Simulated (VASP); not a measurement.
Runs of VASP 6.6.1 on LiCl. The structure is that of space group Pm-3m (No. 221), or close to it. The cells are those of the table. 

```tsv
level	cell	k mesh	smearing	grid for exact exchange (PRECFOCK)	share of exact exchange	screening parameter	gap on the mesh (eV)
HSE06	a = 3.434, b = 3.434, c = 3.271 Å, 2 atoms	6 × 6 × 6	gaussian 0.01 eV	Normal	0.25	0.2079 1/Å	5.05
HSE06	a = 3.329 Å, 2 atoms	6 × 6 × 6	gaussian 0.01 eV	Normal	0.25	0.2079 1/Å	5.48
r2SCAN	a = 3.329 Å, 2 atoms	8 × 8 × 8	gaussian 0.01 eV	-	-	-	(b)
PBE	a = 3.329 Å, 2 atoms	8 × 8 × 8	fermi-dirac 0.02 eV	-	-	-	4.24
PBE	a = 3.434, b = 3.434, c = 3.271 Å, 2 atoms	8 × 8 × 8	fermi-dirac 0.02 eV	-	-	-	(a)
```

Alike in all rows: task single point; potentials or basis VASP PAW PBE potentials, release 64 (Li_sv, Cl); no spin polarisation; cutoff (eV) 520.

Q: Fill in the values left out.

A: (a) 3.81; (b) 5.17.

Caveats: the structure was generated, so it needn't be the stable form of LiCl.

A k mesh can miss the band edges.
